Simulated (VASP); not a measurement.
## TaN: single point with PBE

TaN:

```
CELL_PARAMETERS angstrom
0.00000 2.16811 2.17900
2.17900 0.00000 2.17900
2.17900 2.16811 0.00000
ATOMIC_POSITIONS crystal
Ta 0.50000 0.50000 0.50000
N 0.00000 0.00000 0.00000
```

This cell differs from its parent crystal: strain -0.0050 x Voigt [0, 1, 0, 0, 0, 0].

```
Program             : VASP 6.6.1
Task                : single point
Functional          : PBE
Potentials or basis : VASP PAW PBE potentials, release 64 (Ta_pv, N)
Cutoff              : 520 eV
k mesh              : 18 × 18 × 18
Occupations         : gaussian, width 0.15 eV
Spin                : no spin polarisation
```

```yaml
Pressure: 17.6 GPa
Band_gap_on_the_k_mesh: zero (bands 8 and 9 overlap by 4.20 eV)
```

Stress tensor (GPa, compression positive):
```
16.37  0.00  0.00
 0.00 19.96  0.00
 0.00  0.00 16.37
```

Levels at points of the mesh, in eV from the Fermi level:
```
           k point  band 6  band 7  band 8  band 9  band 10  band 11
(0.00, 0.00, 0.00)   -3.94   -3.92   -2.23   -2.23    -2.17     0.02
(0.50, 0.00, 0.00)   -7.83   -7.83    1.97    2.01     2.09     3.92
(0.50, 0.50, 0.00)   -5.70   -4.73   -4.71    2.21     3.68     3.75
(0.50, 0.00, 0.50)   -5.71   -4.75   -4.75    2.21     3.72     3.72
```

Wall time 81 s on 1 thread of AMD EPYC 9R45 96-Core Processor (Zen 5), with other jobs on the host, peak memory 0.23 GiB.

Caveat: the cell differs from its parent crystal (strain -0.0050 x Voigt [0, 1, 0, 0, 0, 0]); the cell stands under pressure; spin-orbit coupling is left out, which moves the levels of the heavy elements.
